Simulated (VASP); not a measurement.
Input of a VASP 6.6.1 run:

File INCAR:

```
  PREC = Accurate
  ENCUT = 520
  EDIFF = 1E-7
  ISMEAR = 0
  SIGMA = 0.05
  LREAL = F
  LASPH = T
  NELM = 60
  ALGO = Normal
  ISIF = 2
  LWAVE = F
  LCHARG = F
  GGA = PE
  NBANDS = 26
```

Contents of KPOINTS:

```
regular mesh
0
Gamma
  12 12 6
```

POSCAR

```
ZnS
1.0
    3.5061188790      0.0000000000      0.0000000000
   -1.7530594395      3.0363880179      0.0000000000
    0.0000000000      0.0000000000      5.9846400000
Zn S
2 2
Direct
    0.3333333333      0.6666666667      0.0000000000
    0.6666666667      0.3333333333      0.5000000000
    0.3333333333      0.6666666667      0.3850000000
    0.6666666667      0.3333333333      0.8850000000
```

Potentials or basis: VASP PAW PBE potentials, release 64 (Zn, S).

Run with:

```bash
$ cat potpaw_PBE.64/Zn/POTCAR potpaw_PBE.64/S/POTCAR > POTCAR
$ mpirun -np 1 vasp_std > vasp.out
```

Predict the band gap on the k mesh.

3.04 eV.

Estimate the pressure.

29.3 GPa.

Forces in eV/Å, atoms in the order of the input:
```
Zn   0.000  0.000  1.236
Zn   0.000  0.000  1.236
S    0.000  0.000 -1.236
S    0.000  0.000 -1.236
```

Caveat: the cell differs from its parent crystal (strain -0.080 along x and y, -0.040 along z); the cell stands under pressure; forces of over 1 eV/Å act on the atoms, so gaps and moduli don't describe the material at rest. A k mesh can miss the band edges.
